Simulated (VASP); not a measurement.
A run of VASP 6.6.1 is set up as follows.

The input INCAR:

```
PREC = Accurate
ENCUT = 520
EDIFF = 1E-6
ISMEAR = 0
SIGMA = 0.1
LREAL = False
LASPH = True
NELM = 100
ALGO = Normal
ISIF = 2
LWAVE = False
LCHARG = False
GGA = PE
NBANDS = 37
```

The input KPOINTS:

```
regular mesh
0
Gamma
  4 4 4
```

Contents of POSCAR:

```
LaTaO
1.0
    4.4256873337      0.0000000000      0.0000000000
    0.0000000000      4.4256873337      0.0000000000
    0.0000000000      0.0000000000      8.6242193502
La Ta O
2 2 2
Direct
    0.0000000000      0.5000000000      0.0000000000
    0.5000000000      0.0000000000      0.0000000000
    0.0000000000      0.0000000000      0.6289616237
    0.0000000000      0.0000000000      0.3710383763
    0.0000000000      0.0000000000      0.1440656128
    0.0000000000      0.0000000000      0.8559343872
```

Potentials or basis: VASP PAW PBE potentials, release 64 (La, Ta_pv, O).

Command:

```bash
$ cat potpaw_PBE.64/La/POTCAR potpaw_PBE.64/Ta_pv/POTCAR potpaw_PBE.64/O/POTCAR > POTCAR
$ mpirun -np 1 vasp_std > vasp.out
```

Task: What does it give for the largest force?

Result: 0.112 eV/Å.

Task: Estimate the band gap on the k mesh.

Result: Zero (bands 28 and 29 overlap by 1.08 eV).

Stress tensor (GPa, compression positive):
```
-0.08  0.00  0.00
 0.00 -0.08  0.00
 0.00  0.00  0.58
```

Caveat: spin-orbit coupling is left out, which moves the levels of the heavy elements.
